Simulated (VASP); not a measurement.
A run of VASP 6.6.1 is set up as follows.

The input INCAR:

```
SYSTEM = Os
ALGO     = Fast           ! electronic algorithm
EDIFF    = 1E-6           ! SCF threshold, eV
ENCUT    = 520            ! plane-wave cutoff, eV
GGA      = PS             ! functional
ISIF     = 2              ! what is computed and relaxed
ISMEAR   = 0              ! smearing method
LASPH    = .TRUE.         ! aspherical terms in the spheres
LCHARG   = .FALSE.        ! write CHGCAR
LREAL    = .FALSE.        ! projectors in reciprocal space
LWAVE    = .FALSE.        ! write WAVECAR
NBANDS   = 15             ! bands
NELM     = 80             ! most SCF steps
PREC     = Accurate       ! precision mode
SIGMA    = 0.15           ! smearing width, eV
```

The input KPOINTS:

```
k-points
0
G
  18 18 12
  0 0 0
```

The input POSCAR:

```
Os
1.0
    2.6657474761      0.0000000000      0.0000000000
   -1.3328737381      2.3086050344      0.0000000000
    0.0000000000      0.0000000000      4.4276925000
Os
2
Direct
    0.3333333333      0.6666666667      0.2500000000
    0.6666666667      0.3333333333      0.7500000000
```

Potentials or basis: VASP PAW PBE potentials, release 64 (Os).

Run with:

```bash
$ cat potpaw_PBE.64/Os/POTCAR > POTCAR
$ mpirun -np 1 vasp_std > vasp.out
```

**Question.** Predict the pressure.

**Answer.** 9.9 GPa.

**Question.** What does it give for the band gap on the k mesh?

**Answer.** Zero (bands 8 and 9 overlap by 4.20 eV).

Stress tensor (GPa, compression positive):
```
 21.10   0.00   0.00
  0.00  21.10   0.00
  0.00   0.00 -12.41
```

Caveat: the cell differs from its parent crystal (strain -0.025 along x and y, +0.025 along z); the cell stands under pressure; the PAW data sets were made with another functional, which shifts forces and pressure a little; spin-orbit coupling is left out, which moves the levels of the heavy elements.
